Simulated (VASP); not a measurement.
Wanted: the native input for a VASP 6.6.1 run.

```yaml
Task: single point
Functional: RPBE
Potentials_or_basis: VASP PAW PBE potentials, release 64 (Fe)
Cutoff: 600 eV
k_mesh: 11 × 11 × 11
Occupations: fermi-dirac, width 0.2 eV
Spin: collinear spin, ferromagnetic start
Starting_moments: "[3.5] μB"
Dipole_correction: no
Further_INCAR_settings: ALGO = Normal; EDIFF = 1e-06; NBANDS = 14
```

The structure of Fe lies in POSCAR:

```
Fe
1.0
   -1.4557143115      1.4557143115      1.4557143115
    1.4557143115     -1.4557143115      1.4557143115
    1.4557143115      1.4557143115     -1.4557143115
Fe
1
Direct
    0.0000000000      0.0000000000      0.0000000000
```

These files were run (other wordings do the same):

INCAR

```
ALGO     = Normal         # electronic algorithm
EDIFF    = 1E-6           # SCF threshold, eV
ENCUT    = 600            # plane-wave cutoff, eV
GGA      = RP             # functional
GGA_COMPAT= False        
ISIF     = 2              # what is computed and relaxed
ISMEAR   = -1             # smearing method
ISPIN    = 2              # spin polarisation
LASPH    = True           # aspherical terms in the spheres
LCHARG   = False          # write CHGCAR
LMAXMIX  = 4              # l up to which the mixer works
LORBIT   = 11             # projections on sites
LREAL    = False          # projectors in reciprocal space
LWAVE    = False          # write WAVECAR
MAGMOM   = 3.5            # initial moments
NBANDS   = 14             # bands
NELM     = 200            # most SCF steps
PREC     = Accurate       # precision mode
SIGMA    = 0.2            # smearing width, eV
```

KPOINTS

```
k-points
0
Gamma
  11 11 11
```

Potentials or basis: VASP PAW PBE potentials, release 64 (Fe).

Command:

```sh
$ cat potpaw_PBE.64/Fe/POTCAR > POTCAR
$ mpirun -np 1 vasp_std > vasp.out
```

It gave:

* Pressure: -5.0 GPa
* Net moment: 2.41 μB per cell
* Site moments: Fe +2.43 μB
* Valence electrons inside the program's atomic spheres: Fe 7.10

Caveat: the PAW data sets were made with another functional, which shifts forces and pressure a little.

Run time: 18 s on 1 thread of Intel(R) Xeon(R) 6975P-C (Granite Rapids), on a shared host, peak memory 0.14 GiB.
